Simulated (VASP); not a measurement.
A run of VASP 6.6.1 is set up as follows.

INCAR

```
SYSTEM = Os
AGGAC = 1.0
AGGAX = 1.0
ALDAC = 0.0
ALDAX = 1.0
ALGO = Normal
EDIFF = 1E-6
ENCUT = 520
GGA = B5
ISIF = 2
ISMEAR = -1
LASPH = .TRUE.
LCHARG = .TRUE.
LELF = .TRUE.
LREAL = .FALSE.
LVHAR = .TRUE.
LWAVE = .FALSE.
NBANDS = 15
NELM = 60
PREC = Accurate
SIGMA = 0.1
```

The input KPOINTS:

```
k-points
0
G
  11 11 11
  0 0 0
```

File POSCAR:

```
Os
1.0
    0.0000000000      2.9241270042      2.9241270042
    2.9241270042      0.0000000000      2.9241270042
    2.9241270042      2.9241270042      0.0000000000
Os
2
Direct
    0.1250000000      0.1250000000      0.1250000000
    0.8750000000      0.8750000000      0.8750000000
```

Potentials or basis: VASP PAW PBE potentials, release 64 (Os).

Run with:

```console
$ cat potpaw_PBE.64/Os/POTCAR > POTCAR
$ mpirun -np 1 vasp_std > vasp.out
```

Question: Estimate the pressure.

Answer: -15.4 GPa.

Question: Estimate the band gap on the k mesh.

Answer: Zero (bands 8 and 9 overlap by 0.84 eV).

Caveat: the cell stands under tension; the PAW data sets were made with another functional, which shifts forces and pressure a little; spin-orbit coupling is left out, which moves the levels of the heavy elements.
